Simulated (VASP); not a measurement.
# Te (Fm-3m) in VASP: notebook

The runs below take Te through single point, with r2SCAN.

Everything below comes from runs of VASP 6.6.1. Logs are shortened: lines on timing, memory, paths and dates and some standing lists are left out, and cuts for length are marked.

## Step 1: The cell of the first run

It takes space group Fm-3m (No. 225, cubic). Conventional cell: a = 5.030 Å, b = 5.030 Å, c = 5.030 Å, α = 90.00°, β = 90.00°, γ = 90.00°. Within 4.7 Å of Te (site symmetry m-3m) lie 12 Te at 3.56 Å.

## Step 2: Single point, r2SCAN (volume scaled by 1.12)

File POSCAR:

```
Te
1.0
    0.0000000000      2.5151893576      2.5151893576
    2.5151893576      0.0000000000      2.5151893576
    2.5151893576      2.5151893576      0.0000000000
Te
1
Direct
    0.0000000000      0.0000000000      0.0000000000
```

File INCAR.step1:

```
SYSTEM = Te
PREC = Accurate ; ENCUT = 520
ISMEAR = -1 ; SIGMA = 0.1
LREAL = .FALSE. ; LASPH = .TRUE.
NELM = 80 ; NBANDS = 9
GGA = PE ; ALGO = Normal
EDIFF = 1E-4 ; LWAVE = .TRUE.
LCHARG = .FALSE.
```

File INCAR.step2:

```
SYSTEM = Te
PREC = Accurate ; ENCUT = 520
EDIFF = 1E-6 ; ISMEAR = -1
SIGMA = 0.1 ; LREAL = .FALSE.
LASPH = .TRUE. ; NELM = 80
ALGO = Normal ; ISIF = 2
LWAVE = .FALSE. ; LCHARG = .TRUE.
METAGGA = R2SCAN ; LMIXTAU = .TRUE.
LELF = .TRUE. ; LVHAR = .TRUE.
NBANDS = 9 ; ISTART = 1
```

File KPOINTS:

```
regular mesh
0
G
  13 13 13
  0 0 0
```

Potentials or basis: VASP PAW PBE potentials, release 64 (Te).

The run is started by

```console
$ cat potpaw_PBE.64/Te/POTCAR > POTCAR
$ cp INCAR.step1 INCAR
$ mpirun -np 1 vasp_std > vasp.out
$ cp INCAR.step2 INCAR
$ mpirun -np 1 vasp_std > vasp.out
```

OUTCAR:

```text
SYSTEM = Te
   PREC = Accurate
   ENCUT = 520
   EDIFF = 1E-6
   ISMEAR = -1
   LREAL = .FALSE.
   LASPH = .TRUE.
   NELM = 80
   ISIF = 2
   METAGGA = R2SCAN
   ISTART = 1

 ion  position               nearest neighbor table
   1  0.000  0.000  0.000-

  LATTYP: Found a face centered cubic cell.
 ALAT       =     5.0303787152

  Lattice vectors:

 A1 = (   0.0000000000,   2.5151893576,   2.5151893576)
 A2 = (   2.5151893576,   0.0000000000,   2.5151893576)
 A3 = (   2.5151893576,   2.5151893576,   0.0000000000)

Analysis of symmetry for initial positions (statically):
=====================================================================
 Subroutine PRICEL returns:
 Original cell was already a primitive cell.

 Routine SETGRP: Setting up the symmetry group for a
 face centered cubic supercell.

 Subroutine GETGRP returns: Found 48 space group operations
 (whereof 48 operations were pure point group operations)
 out of a pool of 48 trial point group operations.

The static configuration has the point symmetry O_h .

Analysis of symmetry for dynamics (positions and initial velocities):
=====================================================================
 Subroutine PRICEL returns:
 Original cell was already a primitive cell.

 Routine SETGRP: Setting up the symmetry group for a
 face centered cubic supercell.

 Subroutine GETGRP returns: Found 48 space group operations
 (whereof 48 operations were pure point group operations)
 out of a pool of 48 trial point group operations.

The dynamic configuration has the point symmetry O_h .

 Subroutine INISYM returns: Found 48 space group operations
 (whereof 48 operations are pure point group operations),
 and found     1 'primitive' translations

----------------------------------------------------------------------------------------

                                     Primitive cell

  volume of cell :      31.8231

  direct lattice vectors                    reciprocal lattice vectors
     0.000000000  2.515189358  2.515189358    -0.198792190  0.198792190  0.198792190
     2.515189358  0.000000000  2.515189358     0.198792190 -0.198792190  0.198792190
     2.515189358  2.515189358  0.000000000     0.198792190  0.198792190 -0.198792190

  length of vectors
[... 74 lines left out ...]
   ISPIN  =      1    spin polarized calculation?
   LNONCOLLINEAR =      F non collinear calculations
   LSORBIT =      F    spin-orbit coupling
   LASPH  =      T    aspherical Exc in radial PAW
   ENCUT  =  520.0 eV  38.22 Ry    6.18 a.u.   6.61  6.61  6.61*2*pi/ulx,y,z
   NELM   =     80;   NELMIN=  2; NELMDL=  0     # of ELM steps
   EDIFF  = 0.1E-05   stopping-criterion for ELM
   LREAL  =      F    real-space projection
   EDIFFG = 0.1E-04   stopping-criterion for IOM
   NSW    =      0    number of steps for IOM
   IBRION =     -1    ionic relax: 0-MD 1-quasi-New 2-CG
   NFREE  =      0    steps in history (QN), initial steepest desc. (CG)
   ISIF   =      2    stress and relaxation
   ISYM   =      2    0-nonsym 1-usesym 2-fastsym
   POTIM  = 0.5000    time-step for ionic-motion
   TEBEG  =    0.0;   TEEND  =   0.0 temperature during run
   PSTRESS=    0.0 pullay stress
   NELECT =       6.0000    total number of electrons
   NUPDOWN=      -1.0000    fix difference up-down
   EMIN   =  10.00;   EMAX   =-10.00  energy-range for DOS
   EFERMI =   0.00;   METHOD = LEGACY
   ISMEAR =    -1;   SIGMA  =   0.10  broadening in eV -4-tet -1-fermi 0-gaus
   EFERMI_NEDOS =   21; number of points for ismear=-14 and -15
   IALGO  =     38    algorithm
   IMIX   =      4    mixing-type and parameters
     AMIX     =   0.40;   BMIX     =  1.00
     AMIX_MAG =   1.60;   BMIX_MAG =  1.00
  volume/ion in A,a.u.               =      31.82       214.75
  Fermi-wavevector in a.u.,A,eV,Ry     =   0.938738  1.773958 11.989858  0.881230
  Thomas-Fermi vector in A             =   2.065980
   LORBIT       =      0    0 simple, 1 ext, 2 COOP (PROOUT), +10 PAW based schemes
   METAGGA = R2SCAN    functional components
   LHFCALC =     F    Hartree Fock is set to
   AEXX    =    0.0000 exact exchange contribution
   IVDW    =     0    specifies the selected vdW correction
   LEPSILON=     F    determine dielectric tensor
   LRPA    =     F    only Hartree local field effects (RPA)
 non-spin polarized calculation
  energy-cutoff  :      520.00
  volume of cell :       31.82
 maximum number of plane-waves:       881
   NGX = 13   NGY = 13   NGZ = 13

 number of electron       6.0000000 magnetization

 Free energy of the ion-electron system (eV)
  ---------------------------------------------------
  ext. energy  EPLUGINS =         0.00000000
  ---------------------------------------------------
  free energy    TOTEN  =       -24.82945965 eV

  energy without entropy =      -24.79402201  energy(sigma->0) =      -24.81174083

 E-fermi :   6.1501     XC(G=0): -10.0381

 val. band max:        6.1238776845   @ k =   0.2308   0.1538   0.0769
 cond. band min:       6.1586745606   @ k =   0.4615   0.1538   0.0000
 fundamental gap:      0.0347968761
 Fermi energy:         6.1500833076

 k-point     1 :       0.0000    0.0000    0.0000
  band No.  band energies     occupation
      1      -7.3632      2.00000
      2       8.7665      0.00000
      3       8.7665      0.00000
      4       8.7665      0.00000
      5      15.8327      0.00000
      6      16.0019      0.00000
      7      16.0019      0.00000
      8      16.0019      0.00000
      9      17.8704      0.00000
[... 265 lines left out ...]
 k-point    24 :       0.4615    0.1538    0.0000
  band No.  band energies     occupation
      1      -4.9628      2.00000
      2       1.6399      2.00000
      3       6.1587      0.95707
      4       6.9317      0.00081
      5      13.2060      0.00000
      6      15.6714      0.00000
      7      16.9289      0.00000
      8      18.6855      0.00000
      9      20.2584      0.00000

 [... further k-points ...]
[... 5 lines left out ...]
  --------------------------------------------------------------------------------------
  -------------------------------------------------------------------------------------
  Total       -0.9282860     -0.9282860     -0.9282860      0.0000000      0.0000000     -0.0000000
  in kB      -46.7358717    -46.7358717    -46.7358717      0.0000000      0.0000000     -0.0000000
  external PRESSURE =     -46.7358717 kB  Pullay stress =       0.0000000 kB

 VOLUME and BASIS-vectors are now :
 -----------------------------------------------------------------------------
  energy-cutoff  :      520.00
  volume of cell :       31.82
      direct lattice vectors                 reciprocal lattice vectors
     0.000000000  2.515189358  2.515189358    -0.198792190  0.198792190  0.198792190
     2.515189358  0.000000000  2.515189358     0.198792190 -0.198792190  0.198792190
     2.515189358  2.515189358  0.000000000     0.198792190  0.198792190 -0.198792190

 POSITION                                       TOTAL-FORCE (eV/Angst)
 -----------------------------------------------------------------------------------
      0.00000      0.00000      0.00000         0.000000      0.000000     -0.000000
 -----------------------------------------------------------------------------------
    total drift:                                0.000000      0.000000      0.000000

  FREE ENERGIE OF THE ION-ELECTRON SYSTEM (eV)
  ---------------------------------------------------
  free  energy   TOTEN  =       -24.8294596536 eV

  energy  without entropy=      -24.7940220076  energy(sigma->0) =      -24.81174083
```

Wall time 61 s (1 thread of Intel Xeon Platinum 8488C (Sapphire Rapids), shared host); peak memory 0.17 GiB.

What came out:

```
Free energy            : -24.8295 eV
Pressure               : -4.7 GPa
Band gap on the k mesh : zero (band 3 reaches 8.77 eV, above the bottom of band 4 at 4.61 eV)
```

Caveat: the PAW data sets were made with another functional, which shifts forces and pressure a little; spin-orbit coupling is left out, which moves the levels of the heavy elements.

[end of part 1 of 2]
